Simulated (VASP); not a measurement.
Set up this calculation in VASP 6.6.1, as the native input.

```yaml
Task: relaxation of shape and atoms at fixed volume
Functional: PBE
Potentials_or_basis: VASP PAW PBE potentials, release 64 (Sb)
Cutoff: 600 eV
k_mesh: 13 × 13 × 12
Occupations: fermi-dirac, width 0.05 eV
Spin: no spin polarisation
Dipole_correction: no
Further_INCAR_settings: ALGO = Normal; EDIFF = 1e-06; IBRION = 2; EDIFFG = -0.005; NSW = 50; ISIF = 4
```

The structure of Sb lies in POSCAR:

```
Sb
1.0
    2.9151183637      0.0000000000      0.0000000000
   -1.4575591818      2.5245665580      0.0000000000
    0.0000000000      0.0000000000      2.7734607781
Sb
1
Direct
    0.0000000000      0.0000000000      0.0000000000
```

These files were run (other wordings do the same):

INCAR

```
PREC = Accurate ; ENCUT = 600
EDIFF = 1E-6 ; ISMEAR = -1
SIGMA = 0.05 ; LREAL = False
LASPH = True ; NELM = 80
ALGO = Normal ; ISIF = 4
LWAVE = False ; LCHARG = False
GGA = PE ; IBRION = 2
NSW = 50 ; EDIFFG = -0.005
```

KPOINTS

```
Automatic mesh
0
Gamma
  13 13 12
```

Potentials or basis: VASP PAW PBE potentials, release 64 (Sb).

The run is started by

```console
$ cat potpaw_PBE.64/Sb/POTCAR > POTCAR
$ mpirun -np 1 vasp_std > vasp.out
```

It gave:

| Property | Result |
| --- | --- |
| Energy gained by relaxing | 0.0 meV/atom |
| Ionic steps | 3 |
| Pressure after relaxing | 45.5 GPa |

It took 10 s on 1 thread of Intel(R) Xeon(R) 6975P-C (Granite Rapids) (shared host), peak memory 0.15 GiB.
